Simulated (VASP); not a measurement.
# BeTe (I-4m2) in VASP: notebook

BeTe is run at these levels: LDA; tasks: single point.

All numbers are computed with VASP 6.6.1; they aren't measurements. Logs are shortened: lines on timing, memory, paths and dates and some standing lists are left out, and cuts for length are marked.

### 1 The cell of the first run

It takes space group I-4m2 (No. 119, tetragonal). Conventional cell: a = 4.135 Å, b = 4.135 Å, c = 4.971 Å, α = 90.00°, β = 90.00°, γ = 90.00°. Be (site symmetry -4m2) has 4 Te at 2.41 Å within 3.2 Å. Te (site symmetry -4m2) has 4 Be at 2.41 Å within 3.2 Å.

### 2 Single point, LDA

INCAR

```
SYSTEM = BeTe
PREC = Accurate
ENCUT = 520
EDIFF = 1E-7
ISMEAR = 0
SIGMA = 0.05
LREAL = .False.
LASPH = .True.
NELM = 80
ALGO = Normal
ISIF = 2
LWAVE = .False.
LCHARG = .False.
NBANDS = 11
```

KPOINTS

```
regular mesh
0
Gamma
  10 10 10
  0 0 0
```

POSCAR

```
BeTe
1.0
    0.0000000000      2.9241981218      2.4855684035
    2.9241981218      0.0000000000      2.4855684035
    2.9241981218      2.9241981218      0.0000000000
Be Te
1 1
Direct
    0.0000000000      0.0000000000      0.0000000000
    0.7500000000      0.7500000000      0.7500000000
```

Potentials or basis: VASP PAW LDA potentials, release 64 (Be, Te).

The run is started by

```console
$ cat potpaw_LDA.64/Be/POTCAR potpaw_LDA.64/Te/POTCAR > POTCAR
$ mpirun -np 1 vasp_std > vasp.out
```

OUTCAR:

```text
SYSTEM = BeTe
   PREC = Accurate
   ENCUT = 520
   EDIFF = 1E-7
   ISMEAR = 0
   LREAL = .False.
   LASPH = .True.
   NELM = 80
   ISIF = 2

 ion  position               nearest neighbor table
   1  0.000  0.000  0.000-   2 2.41   2 2.41   2 2.41   2 2.41
   2  0.750  0.750  0.750-   1 2.41   1 2.41   1 2.41   1 2.41

  LATTYP: Found a body centered tetragonal cell.
 ALAT       =     4.1354406429
 C/A-ratio  =     1.2020815280

  Lattice vectors:

 A1 = (   0.0000000000,  -2.9241981218,  -2.4855684035)
 A2 = (   0.0000000000,   2.9241981218,  -2.4855684035)
 A3 = (   2.9241981218,   0.0000000000,   2.4855684035)

Analysis of symmetry for initial positions (statically):
=====================================================================
 Subroutine PRICEL returns:
 Original cell was already a primitive cell.

 Routine SETGRP: Setting up the symmetry group for a
 body centered tetragonal supercell.

 Subroutine GETGRP returns: Found  8 space group operations
 (whereof  8 operations were pure point group operations)
 out of a pool of 16 trial point group operations.

The static configuration has the point symmetry D_2d.

Analysis of symmetry for dynamics (positions and initial velocities):
=====================================================================
 Subroutine PRICEL returns:
 Original cell was already a primitive cell.

 Routine SETGRP: Setting up the symmetry group for a
 body centered tetragonal supercell.

 Subroutine GETGRP returns: Found  8 space group operations
 (whereof  8 operations were pure point group operations)
 out of a pool of 16 trial point group operations.

The dynamic configuration has the point symmetry D_2d.

 Subroutine INISYM returns: Found  8 space group operations
 (whereof  8 operations are pure point group operations),
 and found     1 'primitive' translations

----------------------------------------------------------------------------------------

                                     Primitive cell

  volume of cell :      42.5079

  direct lattice vectors                    reciprocal lattice vectors
     0.000000000  2.924198122  2.485568403    -0.170987046  0.170987046  0.201161231
     2.924198122  0.000000000  2.485568403     0.170987046 -0.170987046  0.201161231
     2.924198122  2.924198122  0.000000000     0.170987046  0.170987046 -0.201161231

  length of vectors
     3.837835971  3.837835971  4.135440643     0.314545674  0.314545674  0.314545674

  position of ions in fractional coordinates (direct lattice)
     0.000000000  0.000000000  0.000000000
     0.750000000  0.750000000  0.750000000

  ion indices of the primitive-cell ions
   primitive index   ion index
                 1           1
                 2           2

----------------------------------------------------------------------------------------

 KPOINTS: regular mesh

Automatic generation of k-mesh.
 Grid dimensions read from file:
 generate k-points for:   10   10   10

 Generating k-lattice:

  Cartesian coordinates                     Fractional coordinates (reciprocal lattice)
    -0.017098705  0.017098705  0.020116123     0.100000000 -0.000000000  0.000000000
     0.017098705 -0.017098705  0.020116123    -0.000000000  0.100000000  0.000000000
     0.017098705  0.017098705 -0.020116123     0.000000000  0.000000000  0.100000000

  Length of vectors
     0.031454567  0.031454567  0.031454567

  Shift w.r.t. Gamma in fractional coordinates (k-lattice)
     0.000000000  0.000000000  0.000000000

 Subroutine IBZKPT returns following result:
 ===========================================

 Found    102 irreducible k-points:

 Following reciprocal coordinates:
            Coordinates               Weight
  0.000000  0.000000  0.000000      1.000000
  0.100000 -0.000000  0.000000      8.000000
  0.200000 -0.000000  0.000000      8.000000
  0.300000  0.000000  0.000000      8.000000
  0.400000 -0.000000  0.000000      8.000000
  0.500000  0.000000  0.000000      4.000000
[... 16 lines left out ...]
  0.300000  0.300000  0.000000      2.000000
  0.400000  0.300000  0.000000      8.000000
 [... further k-points ...]
   k-points           NKPTS =    102   k-points in BZ     NKDIM =    102   number of bands    NBANDS=     11
   number of dos      NEDOS =    301   number of ions     NIONS =      2
   total plane-waves  NPLWV =  28800
   dimension x,y,z NGX =    30 NGY =   30 NGZ =   32
   dimension x,y,z NGXF=    60 NGYF=   60 NGZF=   64
   ions per type =               1   1
   NGX,Y,Z   is equivalent  to a cutoff of  13.00, 13.00, 12.86 a.u.
   NGXF,Y,Z  is equivalent  to a cutoff of  25.99, 25.99, 25.73 a.u.
 SYSTEM =  BeTe
   PREC   = accura    normal or accurate (medium, high low for compatibility)
   ISTART =      0    job   : 0-new  1-cont  2-samecut
   ICHARG =      2    charge: 1-file 2-atom 10-const
   ISPIN  =      1    spin polarized calculation?
   LNONCOLLINEAR =      F non collinear calculations
   LSORBIT =      F    spin-orbit coupling
   LASPH  =      T    aspherical Exc in radial PAW
   ENCUT  =  520.0 eV  38.22 Ry    6.18 a.u.   7.14  7.14  7.69*2*pi/ulx,y,z
   NELM   =     80;   NELMIN=  2; NELMDL= -5     # of ELM steps
   EDIFF  = 0.1E-06   stopping-criterion for ELM
   LREAL  =      F    real-space projection
   EDIFFG = 0.1E-05   stopping-criterion for IOM
   NSW    =      0    number of steps for IOM
   IBRION =     -1    ionic relax: 0-MD 1-quasi-New 2-CG
   NFREE  =      0    steps in history (QN), initial steepest desc. (CG)
   ISIF   =      2    stress and relaxation
   ISYM   =      2    0-nonsym 1-usesym 2-fastsym
   POTIM  = 0.5000    time-step for ionic-motion
   TEBEG  =    0.0;   TEEND  =   0.0 temperature during run
   PSTRESS=    0.0 pullay stress
   NELECT =       8.0000    total number of electrons
   NUPDOWN=      -1.0000    fix difference up-down
   EMIN   =  10.00;   EMAX   =-10.00  energy-range for DOS
   EFERMI =   0.00;   METHOD = LEGACY
   ISMEAR =     0;   SIGMA  =   0.05  broadening in eV -4-tet -1-fermi 0-gaus
   EFERMI_NEDOS =   21; number of points for ismear=-14 and -15
   IALGO  =     38    algorithm
   IMIX   =      4    mixing-type and parameters
     AMIX     =   0.40;   BMIX     =  1.00
     AMIX_MAG =   1.60;   BMIX_MAG =  1.00
  volume/ion in A,a.u.               =      21.25       143.43
  Fermi-wavevector in a.u.,A,eV,Ry     =   0.938170  1.772885 11.975354  0.880164
  Thomas-Fermi vector in A             =   2.065355
   LORBIT       =      0    0 simple, 1 ext, 2 COOP (PROOUT), +10 PAW based schemes
   GGA     = CA    functional components
   LHFCALC =     F    Hartree Fock is set to
   AEXX    =    0.0000 exact exchange contribution
   IVDW    =     0    specifies the selected vdW correction
   LEPSILON=     F    determine dielectric tensor
   LRPA    =     F    only Hartree local field effects (RPA)
 non-spin polarized calculation
 Gauss-broadening in eV      SIGMA  =   0.05
  energy-cutoff  :      520.00
  volume of cell :       42.51
 maximum number of plane-waves:      1174
 NGX is ok and might be reduce to    30

 number of electron       8.0000000 magnetization

 Free energy of the ion-electron system (eV)
  ---------------------------------------------------
  ext. energy  EPLUGINS =         0.00000000
  ---------------------------------------------------
  free energy    TOTEN  =        -8.60819728 eV

  energy without entropy =       -8.60819728  energy(sigma->0) =       -8.60819728

 E-fermi :   6.1771     XC(G=0):  -9.4788

 val. band max:        5.9659998613   @ k =   0.0000   0.0000   0.0000
 cond. band min:       6.6570545662   @ k =   0.5000   0.5000   0.0000
 fundamental gap:      0.6910547050
 Fermi energy:         6.1771459450

 k-point     1 :       0.0000    0.0000    0.0000
  band No.  band energies     occupation
      1      -7.1087      2.00000
      2       5.2750      2.00000
      3       5.2750      2.00000
      4       5.9660      2.00000
      5       9.0070      0.00000
      6       9.3431      0.00000
      7       9.3431      0.00000
      8       9.4890      0.00000
      9      13.9009      0.00000
     10      14.3198      0.00000
     11      15.6209      0.00000

 k-point     2 :       0.1000   -0.0000    0.0000
  band No.  band energies     occupation
      1      -7.0057      2.00000
      2       4.5036      2.00000
      3       5.0541      2.00000
      4       5.6769      2.00000
      5       8.9278      0.00000
      6       9.5063      0.00000
      7       9.5473      0.00000
      8      10.4595      0.00000
      9      13.9319      0.00000
     10      14.1462      0.00000
     11      14.9690      0.00000

 k-point     3 :       0.2000   -0.0000    0.0000
  band No.  band energies     occupation
      1      -6.7103      2.00000
      2       2.8821      2.00000
      3       4.5823      2.00000
      4       5.3829      2.00000
      5       8.6855      0.00000
      6       9.8072      0.00000
      7      10.0065      0.00000
      8      12.0977      0.00000
      9      13.9905      0.00000
     10      14.0122      0.00000
     11      15.4533      0.00000

 k-point     4 :       0.3000    0.0000    0.0000
  band No.  band energies     occupation
      1      -6.2746      2.00000
      2       1.3178      2.00000
      3       4.1234      2.00000
      4       5.1331      2.00000
      5       8.4041      0.00000
      6       9.7651      0.00000
      7      10.6005      0.00000
      8      13.3898      0.00000
      9      14.0437      0.00000
     10      14.9887      0.00000
     11      16.1018      0.00000
[... 239 lines left out ...]
 k-point    22 :      -0.2000    0.2000    0.0000
  band No.  band energies     occupation
      1      -6.2088      2.00000
      2       1.9645      2.00000
      3       3.4032      2.00000
      4       4.0566      2.00000
      5       8.8049      0.00000
      6      10.5411      0.00000
      7      11.4292      0.00000
      8      12.1002      0.00000
      9      13.2161      0.00000
     10      15.3299      0.00000
     11      15.9777      0.00000

 k-point    23 :       0.3000    0.3000    0.0000
  band No.  band energies     occupation
      1      -5.7502      2.00000
      2       2.2624      2.00000
      3       2.7999      2.00000
      4       2.7999      2.00000
      5       7.1846      0.00000
      6       9.2955      0.00000
      7      12.7166      0.00000
      8      12.7166      0.00000
      9      15.7681      0.00000
     10      16.1288      0.00000
     11      18.3725      0.00000

 k-point    24 :       0.4000    0.3000    0.0000
  band No.  band energies     occupation
      1      -5.3577      2.00000
      2       1.3485      2.00000
      3       2.5170      2.00000
      4       2.6700      2.00000
      5       7.2017      0.00000
      6       8.7002      0.00000
      7      13.0811      0.00000
      8      13.1356      0.00000
      9      16.7265      0.00000
     10      17.2597      0.00000
     11      18.6174      0.00000

 [... further k-points ...]
[... 5 lines left out ...]
  --------------------------------------------------------------------------------------
  -------------------------------------------------------------------------------------
  Total       -0.5144727     -0.5144727      1.4088686      0.0000000      0.0000000      0.0000000
  in kB      -19.3911533    -19.3911533     53.1021076      0.0000000      0.0000000      0.0000000
  external PRESSURE =       4.7732670 kB  Pullay stress =       0.0000000 kB

 VOLUME and BASIS-vectors are now :
 -----------------------------------------------------------------------------
  energy-cutoff  :      520.00
  volume of cell :       42.51
      direct lattice vectors                 reciprocal lattice vectors
     0.000000000  2.924198122  2.485568403    -0.170987046  0.170987046  0.201161231
     2.924198122  0.000000000  2.485568403     0.170987046 -0.170987046  0.201161231
     2.924198122  2.924198122  0.000000000     0.170987046  0.170987046 -0.201161231

 POSITION                                       TOTAL-FORCE (eV/Angst)
 -----------------------------------------------------------------------------------
      0.00000      0.00000      0.00000         0.000000      0.000000     -0.000000
      4.38630      4.38630      3.72835        -0.000000     -0.000000      0.000000
 -----------------------------------------------------------------------------------
    total drift:                               -0.000000     -0.000000     -0.000000

  FREE ENERGIE OF THE ION-ELECTRON SYSTEM (eV)
  ---------------------------------------------------
  free  energy   TOTEN  =        -8.6081972809 eV

  energy  without entropy=       -8.6081972809  energy(sigma->0) =       -8.60819728
```

Run time: 73 s. Hardware: 1 thread of AMD EPYC, shared host; peak memory 0.15 GiB.

Results:

| Item | Value |
| --- | --- |
| Free energy | -8.6082 eV |
| Pressure | 0.5 GPa |
| Band gap on the k mesh | 0.69 eV, indirect (least direct gap 3.04 eV) |

Levels at points of the mesh, in eV from the valence-band top:
```tsv
k point	band 2	band 3	band 4	band 5	band 6	band 7
(0.00, 0.00, 0.00)	-0.69	-0.69	0.00	3.04	3.38	3.38
(0.50, 0.00, 0.00)	-6.26	-2.26	-1.06	2.16	3.56	5.25
(0.50, 0.50, 0.00)	-5.06	-3.96	-3.96	0.69	1.25	9.49
(0.50, 0.00, 0.50)	-6.08	-2.92	-2.65	1.76	2.72	8.29
```

Caveat: spin-orbit coupling is left out, which moves the levels of the heavy elements. A k mesh can miss the band edges.

### 3 Single point, LDA

This run uses another cell than the first one, of the same volume but with other edges.

INCAR

```
SYSTEM = BeTe
ALGO = Normal ; EDIFF = 1E-6
ENCUT = 520 ; GGA = CA
ISIF = 2 ; ISMEAR = 0
LASPH = .TRUE. ; LCHARG = .FALSE.
LREAL = .FALSE. ; LWAVE = .FALSE.
NBANDS = 11 ; NELM = 100
PREC = Accurate ; SIGMA = 0.05
```

KPOINTS

```
k-points
0
G
  10 10 10
  0 0 0
```

POSCAR

```
BeTe
1.0
    0.0000000000      2.6066698000      3.1280037600
    2.6066698000      0.0000000000      3.1280037600
    2.6066698000      2.6066698000      0.0000000000
Be Te
1 1
Direct
    0.0000000000      0.0000000000      0.0000000000
    0.7500000000      0.7500000000      0.7500000000
```

Potentials or basis: VASP PAW LDA potentials, release 64 (Be, Te).

The run is started by

```console
$ cat potpaw_LDA.64/Be/POTCAR potpaw_LDA.64/Te/POTCAR > POTCAR
$ mpirun -np 1 vasp_std > vasp.out
```

Run time: 68 s. Hardware: 1 thread of AMD EPYC, shared host; peak memory 0.15 GiB.

The run converged. Its results:

* Free energy: -8.4985 eV
* Pressure: 0.8 GPa
* Band gap on the k mesh: 0.94 eV, indirect (least direct gap 2.43 eV)

Stress tensor (GPa, compression positive):
```
 5.93  0.00  0.00
 0.00  5.93  0.00
 0.00  0.00 -9.44
```

Levels at points of the mesh, in eV from the valence-band top:
```tsv
k point	band 2	band 3	band 4	band 5	band 6	band 7
(0.00, 0.00, 0.00)	-1.38	0.00	0.00	3.16	3.16	3.29
(0.50, 0.00, 0.00)	-6.26	-2.50	-0.69	1.73	4.67	4.74
(0.50, 0.50, 0.00)	-6.39	-2.29	-2.29	2.34	3.17	9.13
(0.50, 0.00, 0.50)	-5.42	-3.77	-3.40	0.94	1.76	7.98
```

Caveat: spin-orbit coupling is left out, which moves the levels of the heavy elements.
